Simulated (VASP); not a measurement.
# Si (a cell with a defect) in VASP: single point with PBEsol

Aim: the single point of Si (a cell with a defect) with PBEsol.

All numbers are computed with VASP 6.6.1; they aren't measurements. Logs are shortened: lines on timing, memory, paths and dates and some standing lists are left out, and cuts for length are marked.

**1. The cell of the first run**

The cell holds a defect, 65 atoms: a = 10.866 Å, b = 10.866 Å, c = 10.866 Å, α = 90.00°, β = 90.00°, γ = 90.00°.

**2. Single point, PBEsol, collinear spin**

INCAR reads:

```
SYSTEM = Si
ALGO = Normal
EDIFF = 1E-6
ENCUT = 400
GGA = PS
GGA_COMPAT = .FALSE.
ISIF = 2
ISMEAR = -1
ISPIN = 2
ISYM = 0
LASPH = .TRUE.
LCHARG = .FALSE.
LORBIT = 11
LREAL = Auto
LWAVE = .FALSE.
MAGMOM = 0 0 0 0 0 0 0 0.333 0 0 0 0 0 0 0 0.333 0 0 0 0 0 0 0 0 0 0.333 0 0 0 0 0 0 0 0 0 0 0 0 0 0 0 0 0.333 0 0 0 0 0 0 0 0 0 0 0 0 0 0 0 0 0 0.333 0 0 0 0.333
NBANDS = 172
NCORE = 4
NELECT = 262.0
NELM = 200
PREC = Accurate
SIGMA = 0.05
```

KPOINTS reads:

```
Automatic mesh
0
Gamma
  1 1 1
  0.25 0.25 0.25
```

POSCAR reads:

```
Si
1.0
   10.8655790000      0.0000000000      0.0000000000
    0.0000000000     10.8655790000      0.0000000000
    0.0000000000      0.0000000000     10.8655790000
Si
65
Direct
    0.9996760000      0.0002580000      0.0031450000
    0.9998060000      0.0003670000      0.4985930000
    0.0001450000      0.5011530000      0.9984710000
    0.9992320000      0.4994810000      0.5012310000
    0.5005090000      0.0008060000      0.9981850000
    0.4988530000      0.9999120000      0.5011660000
    0.5001510000      0.5007720000      0.0018610000
    0.4150640000      0.4150330000      0.4368940000
    0.1251870000      0.1258260000      0.1286110000
    0.1205500000      0.1211550000      0.6296310000
    0.1239590000      0.6271540000      0.1239210000
    0.1239400000      0.6240400000      0.6276130000
    0.6267120000      0.1243980000      0.1235820000
    0.6234340000      0.1245340000      0.6276250000
    0.6255230000      0.6262490000      0.1273140000
    0.6275660000      0.6281100000      0.6305660000
    0.2493280000      0.2499510000      0.0028270000
    0.2448140000      0.2454470000      0.5106500000
    0.2503290000      0.7519700000      0.0040390000
    0.2475330000      0.7496820000      0.5037130000
    0.7514790000      0.2510230000      0.0040560000
    0.7490580000      0.2480940000      0.5036920000
    0.7487550000      0.7493230000      0.0009480000
    0.7535090000      0.7541840000      0.5065860000
    0.3758970000      0.3763740000      0.1261090000
    0.3698160000      0.3703420000      0.6372180000
    0.3769070000      0.8812640000      0.1249830000
    0.3744170000      0.8754410000      0.6262200000
    0.8804110000      0.3776790000      0.1253240000
    0.8748770000      0.3749190000      0.6262550000
    0.8742930000      0.8748620000      0.1265530000
    0.8783110000      0.8788700000      0.6269220000
    0.2517250000      0.0022330000      0.2526180000
    0.2485680000      0.9985610000      0.7523940000
    0.2484910000      0.4993860000      0.2501780000
    0.2476820000      0.5002250000      0.7546240000
    0.7487200000      0.0001580000      0.2500920000
    0.7498340000      0.0004340000      0.7520060000
    0.7527050000      0.5012010000      0.2496520000
    0.7479160000      0.4971150000      0.7513080000
    0.3746310000      0.1290200000      0.3815310000
    0.3742240000      0.1252110000      0.8775340000
    0.3702930000      0.6303080000      0.3724790000
    0.3739580000      0.6261820000      0.8792640000
    0.8744550000      0.1266730000      0.3758040000
    0.8741870000      0.1260040000      0.8790400000
    0.8754370000      0.6270350000      0.3787280000
    0.8733480000      0.6253270000      0.8751180000
    0.0015740000      0.2523400000      0.2525820000
    0.9980490000      0.2491520000      0.7524010000
    0.9995980000      0.7493230000      0.2501290000
    0.9998500000      0.7503940000      0.7519940000
    0.4990560000      0.2487830000      0.2497570000
    0.4996980000      0.2483520000      0.7545930000
    0.5004190000      0.7537650000      0.2491440000
    0.4966410000      0.7484950000      0.7512840000
    0.1282070000      0.3751540000      0.3816730000
    0.1244730000      0.3748530000      0.8776560000
    0.1260770000      0.8750170000      0.3758510000
    0.1253470000      0.8747260000      0.8790200000
    0.6293040000      0.3705870000      0.3726790000
    0.6255710000      0.3745440000      0.8793260000
    0.6262850000      0.8760000000      0.3786480000
    0.6247620000      0.8738950000      0.8750610000
    0.5786880000      0.5798960000      0.4292520000
```

Potentials or basis: VASP PAW PBE potentials, release 64 (Si).

On the command line:

```
$ cat potpaw_PBE.64/Si/POTCAR > POTCAR
$ mpirun -np 4 vasp_std > vasp.out
```

OUTCAR:

```text
SYSTEM = Si
   EDIFF = 1E-6
   ENCUT = 400
   GGA = PS
   ISIF = 2
   ISMEAR = -1
   ISPIN = 2
   ISYM = 0
   LASPH = .TRUE.
   LORBIT = 11
   LREAL = Auto
   NELECT = 262.0
   NELM = 200
   PREC = Accurate

 ion  position               nearest neighbor table
   1  1.000  0.000  0.003-  31 2.35  60 2.35  46 2.35   9 2.36
   2  1.000  0.000  0.499-  32 2.33  10 2.34  59 2.35  45 2.35
   3  0.000  0.501  0.998-  29 2.32  58 2.33  48 2.35  11 2.35
   4  0.999  0.499  0.501-  57 2.34  47 2.35  30 2.35  12 2.36
   5  0.501  0.001  0.998-  27 2.32  42 2.33  64 2.35  13 2.35
   6  0.499  1.000  0.501-  41 2.34  63 2.35  28 2.35  14 2.36
   7  0.500  0.501  0.002-  25 2.34  62 2.35  44 2.35  15 2.36
   8  0.415  0.415  0.437-  26 2.28  61 2.48  43 2.49  65 2.53  18 2.73  53 2.87  35 2.87
   9  0.125  0.126  0.129-  17 2.35  49 2.35  33 2.35   1 2.36
  10  0.121  0.121  0.630-  18 2.31   2 2.34  50 2.34  34 2.34
  11  0.124  0.627  0.124-  19 2.33  51 2.34   3 2.35  35 2.37
  12  0.124  0.624  0.628-  20 2.34  36 2.35  52 2.35   4 2.36
  13  0.627  0.124  0.124-  21 2.33  37 2.34   5 2.35  53 2.37
  14  0.623  0.125  0.628-  22 2.34  54 2.35  38 2.35   6 2.36
  15  0.626  0.626  0.127-  23 2.34  55 2.35  39 2.35   7 2.36
  16  0.628  0.628  0.631-  65 2.31  56 2.34  40 2.34  24 2.36
  17  0.249  0.250  0.003-   9 2.35  58 2.35  42 2.35  25 2.36
  18  0.245  0.245  0.511-  10 2.31  57 2.36  41 2.36  26 2.36   8 2.73
  19  0.250  0.752  0.004-  11 2.33  60 2.34  44 2.35  27 2.36
  20  0.248  0.750  0.504-  12 2.34  43 2.34  59 2.35  28 2.35
  21  0.751  0.251  0.004-  13 2.33  46 2.34  62 2.35  29 2.36
  22  0.749  0.248  0.504-  14 2.34  61 2.34  45 2.35  30 2.35
  23  0.749  0.749  0.001-  15 2.34  48 2.35  64 2.35  31 2.36
  24  0.754  0.754  0.507-  32 2.32  16 2.36  47 2.37  63 2.37  65 2.81
  25  0.376  0.376  0.126-   7 2.34  53 2.35  35 2.35  17 2.36
[... 24 lines left out ...]
  50  0.998  0.249  0.752-  10 2.34  46 2.34  30 2.35  58 2.37
  51  1.000  0.749  0.250-  11 2.34  31 2.35  47 2.35  59 2.37
  52  1.000  0.750  0.752-  48 2.35  12 2.35  32 2.35  60 2.36
  53  0.499  0.249  0.250-  25 2.35  61 2.35  41 2.36  13 2.37   8 2.87
  54  0.500  0.248  0.755-  26 2.32  42 2.33  14 2.35  62 2.36
  55  0.500  0.754  0.249-  15 2.35  27 2.35  43 2.37  63 2.37  65 2.85
  56  0.497  0.748  0.751-  16 2.34  44 2.34  28 2.35  64 2.37
  57  0.128  0.375  0.382-   4 2.34  18 2.36  35 2.36  49 2.38
  58  0.124  0.375  0.878-   3 2.33  36 2.33  17 2.35  50 2.37
  59  0.126  0.875  0.376-   2 2.35  20 2.35  33 2.36  51 2.37
  60  0.125  0.875  0.879-  19 2.34  34 2.34   1 2.35  52 2.36
  61  0.629  0.371  0.373-  22 2.34  53 2.35  39 2.37  65 2.42   8 2.48
  62  0.626  0.375  0.879-  40 2.34  21 2.35   7 2.35  54 2.36
  63  0.626  0.876  0.379-   6 2.35  37 2.35  24 2.37  55 2.37
  64  0.625  0.874  0.875-   5 2.35  23 2.35  38 2.35  56 2.37
  65  0.579  0.580  0.429-  16 2.31  43 2.41  61 2.42   8 2.53  24 2.81  39 2.85  55 2.85

IMPORTANT INFORMATION: All symmetrisations will be switched off!
NOSYMM: (Re-)initialisation of all symmetry stuff for point group C_1.

----------------------------------------------------------------------------------------

                                     Primitive cell

  volume of cell :    1282.7990

  direct lattice vectors                    reciprocal lattice vectors
    10.865579000  0.000000000  0.000000000     0.092033752  0.000000000  0.000000000
     0.000000000 10.865579000  0.000000000     0.000000000  0.092033752  0.000000000
     0.000000000  0.000000000 10.865579000     0.000000000  0.000000000  0.092033752

  length of vectors
    10.865579000 10.865579000 10.865579000     0.092033752  0.092033752  0.092033752

  position of ions in fractional coordinates (direct lattice)
     0.999676000  0.000258000  0.003145000
     0.999806000  0.000367000  0.498593000
     0.000145000  0.501153000  0.998471000
     0.999232000  0.499481000  0.501231000
     0.500509000  0.000806000  0.998185000
     0.498853000  0.999912000  0.501166000
[... 57 lines left out ...]
     0.624762000  0.873895000  0.875061000
     0.578688000  0.579896000  0.429252000

  ion indices of the primitive-cell ions
   primitive index   ion index
                 1           1
                 2           2
                 3           3
                 4           4
                 5           5
                 6           6
[... 57 lines left out ...]
                64          64
                65          65

[... 56 lines left out ...]
   ISIF   =      2    stress and relaxation
   ISYM   =      0    0-nonsym 1-usesym 2-fastsym
   POTIM  = 0.5000    time-step for ionic-motion
   TEBEG  =    0.0;   TEEND  =   0.0 temperature during run
   PSTRESS=    0.0 pullay stress
   NELECT =     262.0000    total number of electrons
   NUPDOWN=      -1.0000    fix difference up-down
   EMIN   =  10.00;   EMAX   =-10.00  energy-range for DOS
   EFERMI =   0.00;   METHOD = LEGACY
   ISMEAR =    -1;   SIGMA  =   0.05  broadening in eV -4-tet -1-fermi 0-gaus
   EFERMI_NEDOS =   21; number of points for ismear=-14 and -15
   IALGO  =     38    algorithm
   IMIX   =      4    mixing-type and parameters
     AMIX     =   0.40;   BMIX     =  1.00
     AMIX_MAG =   1.60;   BMIX_MAG =  1.00
  volume/ion in A,a.u.               =      19.74       133.18
  Fermi-wavevector in a.u.,A,eV,Ry     =   0.964101  1.821886 12.646481  0.929490
  Thomas-Fermi vector in A             =   2.093703
   LORBIT       =     11    0 simple, 1 ext, 2 COOP (PROOUT), +10 PAW based schemes
   GGA     = PS    functional components
   LHFCALC =     F    Hartree Fock is set to
   AEXX    =    0.0000 exact exchange contribution
   IVDW    =     0    specifies the selected vdW correction
   LEPSILON=     F    determine dielectric tensor
   LRPA    =     F    only Hartree local field effects (RPA)
 spin polarized calculation
  energy-cutoff  :      400.00
  volume of cell :     1282.80
 maximum number of plane-waves:     23294
 NGX is ok and might be reduce to    70
   NGX = 35   NGY = 35   NGZ = 35

 number of electron     261.9999986 magnetization       0.0029969

 Free energy of the ion-electron system (eV)
  ---------------------------------------------------
  ext. energy  EPLUGINS =         0.00000000
  ---------------------------------------------------
  free energy    TOTEN  =      -357.27842531 eV

  energy without entropy =     -357.17365986  energy(sigma->0) =     -357.22604259

 E-fermi :   6.5958     XC(G=0):  -9.6520

 val. band max:        6.3985989192   @ k =  -0.2500  -0.2500   0.2500
 cond. band min:       6.6125659817   @ k =   0.2500  -0.2500   0.2500
 fundamental gap:      0.2139670625
 Fermi energy:         6.5957946981

 spin component 1

 k-point     1 :       0.2500    0.2500    0.2500
  band No.  band energies     occupation
      1      -6.1314      1.00000
      2      -5.6659      1.00000
      3      -5.4206      1.00000
      4      -5.3940      1.00000
      5      -5.0397      1.00000
      6      -4.9122      1.00000
[... 573 lines left out ...]
    142       7.7235      0.00000
    143       7.8026      0.00000
 Fermi energy:         6.5957946981

 spin component 2

 k-point     1 :       0.2500    0.2500    0.2500
  band No.  band energies     occupation
      1      -6.1313      1.00000
      2      -5.6658      1.00000
      3      -5.4206      1.00000
      4      -5.3940      1.00000
      5      -5.0396      1.00000
      6      -4.9121      1.00000
[... 573 lines left out ...]
    142       7.7235      0.00000
    143       7.8026      0.00000
 [bands above 143 left out]

------------------------ aborting loop because EDIFF is reached ----------------------------------------

  FORCE on cell =-STRESS in cart. coord.  units (eV):
  Direction    XX          YY          ZZ          XY          YZ          ZX
  --------------------------------------------------------------------------------------
  -------------------------------------------------------------------------------------
  Total       23.6169787     23.5585676     26.5966408      0.8065097     -2.9724622     -2.9582487
  in kB       29.4968947     29.4239411     33.2184030      1.0073063     -3.7125158     -3.6947635
  external PRESSURE =      30.7130796 kB  Pullay stress =       0.0000000 kB

 VOLUME and BASIS-vectors are now :
 -----------------------------------------------------------------------------
  energy-cutoff  :      400.00
  volume of cell :     1282.80
      direct lattice vectors                 reciprocal lattice vectors
    10.865579000  0.000000000  0.000000000     0.092033752  0.000000000  0.000000000
     0.000000000 10.865579000  0.000000000     0.000000000  0.092033752  0.000000000
     0.000000000  0.000000000 10.865579000     0.000000000  0.000000000  0.092033752

 POSITION                                       TOTAL-FORCE (eV/Angst)
 -----------------------------------------------------------------------------------
     10.86206      0.00280      0.03417         0.069910      0.071563      0.011322
     10.86347      0.00399      5.41750         0.036693      0.041463      0.147616
      0.00158      5.44532     10.84897         0.069600      0.203110      0.017887
     10.85723      5.42715      5.44617         0.062583      0.103777      0.057062
      5.43832      0.00876     10.84586         0.207225      0.068966      0.019341
      5.42033     10.86462      5.44546         0.100978      0.063634      0.056608
[... 57 lines left out ...]
      6.78840      9.49538      9.50804        -0.151638     -0.059743     -0.039289
      6.28778      6.30091      4.66407         0.053306      0.025187      0.300107
 -----------------------------------------------------------------------------------
    total drift:                                0.004481     -0.001909      0.009568

  FREE ENERGIE OF THE ION-ELECTRON SYSTEM (eV)
  ---------------------------------------------------
  free  energy   TOTEN  =      -357.2784253116 eV

  energy  without entropy=     -357.1736598648  energy(sigma->0) =     -357.22604259

 total charge

# of ion       s       p       d       tot
------------------------------------------
    1        0.754   0.939   0.000   1.693
    2        0.755   0.949   0.000   1.704
    3        0.754   0.949   0.000   1.703
    4        0.753   0.944   0.000   1.697
    5        0.754   0.949   0.000   1.704
    6        0.753   0.943   0.000   1.697
[... 57 lines left out ...]
   64        0.756   0.937   0.000   1.693
   65        0.827   0.846   0.000   1.673
--------------------------------------------------
tot         49.357  60.764   0.000 110.121

 magnetization (x)

# of ion       s       p       d       tot
------------------------------------------
    1       -0.000  -0.000   0.000  -0.000
    2        0.000  -0.000   0.000  -0.000
    3        0.000   0.000   0.000   0.000
    4        0.000  -0.000   0.000  -0.000
    5        0.000   0.000   0.000   0.000
    6        0.000  -0.000   0.000  -0.000
[... 57 lines left out ...]
   64        0.000  -0.000   0.000  -0.000
   65        0.000   0.000   0.000   0.000
--------------------------------------------------
tot          0.000   0.000   0.000   0.000
```

It took 8.9 min on 4 MPI ranks of Oxide Virtual Turin-like, shared host; peak memory 0.44 GiB.

Results:

```
Free energy                                           : -357.2784 eV
Largest force                                         : 0.319 eV/Å
Net moment                                            : 0.00 μB per cell
Valence electrons inside the program's atomic spheres : Si 1.69, 1.70, 1.66, 1.72, 1.71, 1.68, 1.67 (each value once)
```

Forces on the atoms (eV/Å):
```
Si   0.070  0.072  0.011
Si   0.037  0.041  0.148
Si   0.070  0.203  0.018
Si   0.063  0.104  0.057
Si   0.207  0.069  0.019
Si   0.101  0.064  0.057
Si   0.095  0.096  0.009
Si   0.186  0.204 -0.160
Si  -0.077 -0.079 -0.005
Si  -0.156 -0.164 -0.052
Si  -0.079 -0.295  0.018
Si  -0.076 -0.070  0.024
Si  -0.295 -0.084  0.021
Si  -0.068 -0.079  0.024
Si  -0.118 -0.121 -0.080
Si   0.012  0.012 -0.032
Si   0.110  0.110  0.005
Si   0.092  0.089 -0.069
Si   0.177  0.150  0.008
Si   0.130  0.058  0.064
Si   0.151  0.178  0.006
Si   0.065  0.128  0.070
Si   0.093  0.094  0.008
Si  -0.025 -0.027 -0.025
Si  -0.125 -0.121 -0.033
Si  -0.033 -0.024  0.000
Si  -0.162 -0.201 -0.054
Si  -0.075 -0.068  0.029
Si  -0.203 -0.157 -0.054
Si  -0.071 -0.075  0.026
Si  -0.050 -0.052 -0.006
Si   0.042  0.047  0.060
Si   0.071  0.040  0.111
Si   0.113  0.075  0.044
Si  -0.042  0.057 -0.015
Si   0.097  0.233  0.040
Si   0.115  0.059  0.128
Si   0.100  0.054  0.006
Si   0.041  0.034  0.083
Si   0.160  0.156  0.029
Si  -0.136 -0.110 -0.175
Si  -0.162 -0.077 -0.059
Si  -0.088 -0.009 -0.048
Si  -0.120 -0.115 -0.039
Si  -0.058 -0.076 -0.159
Si  -0.065 -0.113 -0.070
Si  -0.135 -0.035 -0.041
Si  -0.061 -0.156 -0.043
Si   0.040  0.073  0.113
Si   0.070  0.114  0.046
Si   0.060  0.113  0.126
Si   0.050  0.098  0.007
Si   0.051 -0.043 -0.012
Si   0.231  0.092  0.042
Si   0.035  0.039  0.088
Si   0.148  0.156  0.026
Si  -0.106 -0.136 -0.180
Si  -0.074 -0.158 -0.056
Si  -0.074 -0.055 -0.163
Si  -0.109 -0.064 -0.067
Si   0.003 -0.064 -0.053
Si  -0.115 -0.117 -0.039
Si  -0.032 -0.133 -0.043
Si  -0.152 -0.060 -0.039
Si   0.053  0.025  0.300
```

Levels at points of the mesh, in eV from the Fermi level:
Spin up:
```
           k point  band 128  band 129  band 130  band 131  band 132  band 133
(0.25, 0.25, 0.25)     -1.05     -1.00     -0.71     -0.25      0.05      0.29
```
Spin down:
```tsv
k point	band 128	band 129	band 130	band 131	band 132	band 133
(0.25, 0.25, 0.25)	-1.05	-1.00	-0.71	-0.25	0.05	0.29
```

Caveat: the cell carries a net charge on a neutralising background, which shifts energy and pressure; the cell is charged against a uniform background, so pressure and absolute levels hang on convention; the PAW data sets were made with another functional, which shifts forces and pressure a little.
